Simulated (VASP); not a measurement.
A run of VASP 6.6.1 is set up as follows.

POSCAR

```
HfC
1.0
    3.3428660531      0.0000000000      0.0000000000
   -1.6714330265      2.8950069234      0.0000000000
    0.0000000000      0.0000000000      5.2027140000
Hf C
2 2
Direct
    0.3333333333      0.6666666667      0.2500000000
    0.6666666667      0.3333333333      0.7500000000
    0.0000000000      0.0000000000      0.5000000000
    0.0000000000      0.0000000000      0.0000000000
```

INCAR.step1

```
SYSTEM = HfC
ALGO = Normal ; EDIFF = 1E-5
ENCUT = 520 ; GGA = PE
ISIF = 2 ; ISMEAR = -1
LASPH = .True. ; LREAL = .False.
LWAVE = .True. ; NBANDS = 22
NELM = 80 ; PREC = Accurate
SIGMA = 0.05
```

File INCAR.step2:

```
SYSTEM = HfC
AEXX = 0.1 ; ALGO = Normal
EDIFF = 1E-6 ; ENCUT = 520
GGA = PE ; HFSCREEN = 0.2
ISIF = 2 ; ISMEAR = -1
ISTART = 1 ; LASPH = .True.
LCHARG = .True. ; LELF = .True.
LHFCALC = .True. ; LREAL = .False.
LVHAR = .True. ; LWAVE = .False.
NBANDS = 22 ; NELM = 80
PREC = Accurate ; PRECFOCK = Normal
SIGMA = 0.05
```

File KPOINTS:

```
k-points
0
Gamma
  5 5 3
  0 0 0
```

Potentials or basis: VASP PAW PBE potentials, release 64 (Hf_pv, C).

Launch:

```bash
$ cat potpaw_PBE.64/Hf_pv/POTCAR potpaw_PBE.64/C/POTCAR > POTCAR
$ cp INCAR.step1 INCAR
$ mpirun -np 1 vasp_std > vasp.out
$ cp INCAR.step2 INCAR
$ mpirun -np 1 vasp_std > vasp.out
```

Question: What does it give for the band gap on the k mesh?

Answer: Zero (bands 14 and 15 overlap by 1.13 eV).

Question: Predict the pressure.

Answer: -3.4 GPa.

Stress tensor (GPa, compression positive):
```
-4.80  0.00  0.00
 0.00 -4.80  0.00
 0.00  0.00 -0.57
```

Caveat: the k points lie up to 0.43 Å⁻¹ apart, too coarse for converged energies and pressures of a metal; the PAW data sets were made with another functional, which shifts forces and pressure a little; spin-orbit coupling is left out, which moves the levels of the heavy elements.
